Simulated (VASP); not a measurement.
# HfC: single point with PBE

The system is HfC.

```
Hf C
1.0
     3.28961    0.00000   -0.00906
     0.00000    4.64141    0.00000
    -3.28052    0.00000    3.30262
Hf C
2 2
Direct
  0.00002 0.75000 0.00000
  0.00002 0.25000 0.50000
  0.99998 0.25000 0.00000
  0.99998 0.75000 0.50000
```

- Program: VASP 6.6.1
- Task: single point
- Functional: PBE
- Potentials or basis: VASP PAW PBE potentials, release 64 (Hf_pv, C)
- Cutoff: 520 eV
- k mesh: 8 × 4 × 6
- Occupations: gaussian, width 0.1 eV
- Spin: no spin polarisation
- Dipole correction: no
- Further INCAR settings: ALGO = Normal; EDIFF = 1e-06; NBANDS = 22

```yaml
Pressure: -0.6 GPa
Band_gap_on_the_k_mesh: zero (bands 14 and 15 overlap by 1.43 eV)
```

Stress tensor (GPa, compression positive):
```
-0.62  0.00  0.00
 0.00 -0.59  0.00
 0.00  0.00 -0.72
```

Levels at points of the mesh, in eV from the Fermi level:
```
           k point  band 12  band 13  band 14  band 15  band 16  band 17
(0.00, 0.00, 0.00)    -0.04     1.05     1.06     1.06     1.44     1.45
(0.50, 0.00, 0.00)    -1.70    -0.04    -0.04    -0.04    -0.04     5.37
(0.00, 0.50, 0.00)    -0.43    -0.39    -0.39    -0.38    -0.38     4.31
(0.50, 0.50, 0.00)    -2.65    -2.65    -2.65     3.76     3.76     3.77
(0.00, 0.00, 0.50)    -2.53    -2.41    -2.41     3.79     3.79     4.75
(0.50, 0.00, 0.50)    -2.54    -2.41    -2.41     3.79     3.79     4.74
(0.00, 0.50, 0.50)    -2.92    -2.91    -2.91     5.36     5.36     5.39
(0.50, 0.50, 0.50)    -2.93    -2.92    -2.92     5.38     5.38     5.39
```

Wall time 44 s on 1 thread of AMD EPYC 9R45 (Zen 5), on a shared host, peak memory 0.19 GiB.

Caveat: spin-orbit coupling is left out, which moves the levels of the heavy elements.
